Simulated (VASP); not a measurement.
Nb:

```
Nb
1.0
     0.00000    2.75274    2.75274
     2.75274    0.00000    2.75274
     2.75274    2.75274    0.00000
Nb
2
Direct
  0.50000 0.50000 0.50000
  0.75000 0.75000 0.75000
```

This isn't the form of Nb at room conditions, which is bcc.

```yaml
Program: VASP 6.6.1
Task: relaxation of cell and atoms
Functional: r2SCAN
Potentials_or_basis: VASP PAW PBE potentials, release 64 (Nb_sv)
Cutoff: 600 eV
k_mesh: 6 × 6 × 6
Occupations: gaussian, width 0.1 eV
Spin: no spin polarisation
```

At the start: pressure 19.2 GPa; volume 20.86 Å³/atom.

Question: How do energy, volume and symmetry change on relaxing?

Answer: Over 4 steps the energy falls by 231.2 meV/atom and the volume is 25.18 Å³/atom (+20.7 %); space group Fd-3m (No. 227, to 0.1 Å) before and after.

Step by step:
```
step  energy change (eV)  largest force (eV/Å)  pressure (GPa)  volume (Å³)
   1              0.0000                0.0000           19.18        41.72
   2             -0.2297                0.0000           -7.66        58.68
   3             -0.4620                0.0000           -0.44        50.62
   4             -0.4624                0.0000           -0.08        50.37
```

Final structure:
```
Nb
1.0
     0.00000    2.93118    2.93118
     2.93118    0.00000    2.93118
     2.93118    2.93118    0.00000
Nb
2
Direct
  0.50000 0.50000 0.50000
  0.75000 0.75000 0.75000
```

Caveat: the volume moved by over 15 % at a fixed basis, so the end points are rough; the PAW data sets were made with another functional, which shifts forces and pressure a little.
